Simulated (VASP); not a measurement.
Write the native input for VASP 6.6.1 that does the following.

* Task: single point
* Functional: PBEsol
* Potentials or basis: VASP PAW PBE potentials, release 64 (Ta_pv)
* Cutoff: 520 eV
* k mesh: 22 × 22 × 14
* Occupations: gaussian, width 0.15 eV
* Spin: no spin polarisation
* Dipole correction: no
* Further INCAR settings: ALGO = Fast; EDIFF = 1e-06; NBANDS = 18

The structure of Ta lies in POSCAR:

```
Ta
1.0
   -1.6402597622      1.6402597622      1.6402597622
    1.6402597622     -1.6402597622      1.6402597622
    3.2805195245      3.2805195245      0.0000000000
Ta
2
Direct
    0.0320071255      0.0320071255      0.0000000000
    0.4679928745      0.4679928745      0.5000000000
```

This cell differs from its parent crystal: atoms displaced along a vibrational mode.

The input as run:

INCAR

```
ALGO = Fast ; EDIFF = 1E-6
ENCUT = 520 ; GGA = PS
ISIF = 2 ; ISMEAR = 0
LASPH = True ; LCHARG = False
LREAL = False ; LWAVE = False
NBANDS = 18 ; NELM = 80
PREC = Accurate ; SIGMA = 0.15
```

KPOINTS

```
k-points
0
Gamma
  22 22 14
```

Potentials or basis: VASP PAW PBE potentials, release 64 (Ta_pv).

Launch:

```sh
$ cat potpaw_PBE.64/Ta_pv/POTCAR > POTCAR
$ mpirun -np 1 vasp_std > vasp.out
```

Results of the run:

| Quantity | Value |
| --- | --- |
| Pressure | 1.2 GPa |
| Largest force | 1.314 eV/Å |
| Band gap on the k mesh | zero (bands 11 and 12 overlap by 2.91 eV) |

Caveat: the cell differs from its parent crystal (atoms displaced along a vibrational mode); the PAW data sets were made with another functional, which shifts forces and pressure a little; spin-orbit coupling is left out, which moves the levels of the heavy elements.

It took 3.8 min on 1 thread of Intel(R) Xeon(R) 6975P-C (Granite Rapids) (shared host), peak memory 0.61 GiB.
